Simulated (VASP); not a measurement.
Write the native input for VASP 6.6.1 that does the following.

```yaml
Task: single point
Functional: LDA
Potentials_or_basis: VASP PAW LDA potentials, release 64 (Ir)
Cutoff: 520 eV
k_mesh: 22 × 22 × 22
Occupations: gaussian, width 0.15 eV
Spin: no spin polarisation
Dipole_correction: no
Further_INCAR_settings: ALGO = Fast; EDIFF = 1e-06; NBANDS = 10
```

The structure of Ir lies in POSCAR:

```
Ir
1.0
    0.0000000000      1.8894041476      2.0411233007
    1.8894041476      0.0000000000      2.0411233007
    1.8894041476      1.8894041476      0.0000000000
Ir
1
Direct
    0.0000000000      0.0000000000      0.0000000000
```

The input as run:

INCAR

```
SYSTEM = Ir
ALGO = Fast
EDIFF = 1E-6
ENCUT = 520
ISIF = 2
ISMEAR = 0
LASPH = .TRUE.
LCHARG = .FALSE.
LREAL = .FALSE.
LWAVE = .FALSE.
NBANDS = 10
NELM = 100
PREC = Accurate
SIGMA = 0.15
```

KPOINTS

```
k-points
0
G
  22 22 22
  0 0 0
```

Potentials or basis: VASP PAW LDA potentials, release 64 (Ir).

Run with:

```bash
$ cat potpaw_LDA.64/Ir/POTCAR > POTCAR
$ mpirun -np 1 vasp_std > vasp.out
```

Results of the run:

The pressure is -14.8 GPa and the band gap on the k mesh is zero (an odd number of electrons rules out a gap without spin polarisation).

Caveat: the stress differs along the axes, from -33 to -6 GPa; spin-orbit coupling is left out, which moves the levels of the heavy elements.

Run time: 3.8 min on 1 thread of Intel Xeon 8259CL, on a shared host, peak memory 0.24 GiB.
